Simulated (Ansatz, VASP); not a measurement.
# Al32O: VASP beside Ansatz

```
Al O
1.0
     8.10000    0.00000    0.00000
     0.00000    8.10000    0.00000
     0.00000    0.00000    8.10000
Al O
32 1
Direct
  0.50449 0.00454 0.99538
  0.75267 0.25274 0.99567
  0.74847 0.00875 0.24701
  0.00418 0.00858 0.99124
  0.25300 0.24854 0.99106
  0.50856 0.50423 0.99118
  0.74849 0.75305 0.99106
  0.25556 0.00805 0.24424
  0.50867 0.24854 0.24700
  0.74920 0.50177 0.24435
  0.50867 0.00877 0.49572
  0.74849 0.24860 0.49558
  0.75272 0.00463 0.74702
  0.00164 0.50169 0.99189
  0.25551 0.75558 0.99176
  0.00170 0.24928 0.24433
  0.26408 0.49296 0.23574
  0.50796 0.75567 0.24425
  0.00172 0.00799 0.49812
  0.25545 0.24937 0.49825
  0.50794 0.50179 0.49811
  0.74927 0.75549 0.49823
  0.25291 0.00875 0.75145
  0.50468 0.25280 0.74705
  0.74844 0.50428 0.75138
  0.99292 0.76411 0.23571
  0.99305 0.49322 0.50681
  0.26422 0.76432 0.50662
  0.00418 0.24851 0.75139
  0.25557 0.50174 0.75042
  0.50866 0.75295 0.75143
  0.00172 0.75564 0.75045
  0.12865 0.62869 0.37118
```

Alike in both runs: functional LDA; k mesh 2 × 2 × 2; occupations fermi-dirac, width 0.05 eV; no spin polarisation.

Ansatz relaxed the structure, and its values are those at the end. VASP's run is a single point on that final structure, the one shown.

|  | VASP | Ansatz |
| --- | --- | --- |
| version | VASP 6.6.1 | Ansatz 0.2.0 |
| potentials or method | VASP PAW LDA potentials, release 64 (Al, O), cutoff 520 eV | scalar-relativistic, plane waves, PAW |
| valence electrons in the cell | 102 | 102 |

VASP gave:

| Property | Result |
| --- | --- |
| rms of the force components (eV/Å) | 0.006 |

Which values does Ansatz return?

rms of the force components (eV/Å): 0.003.

LDA's correlation is that of Perdew and Zunger in VASP and of Perdew and Wang (1992) in Ansatz.

The k mesh is coarse, so the values compare programs but aren't converged.
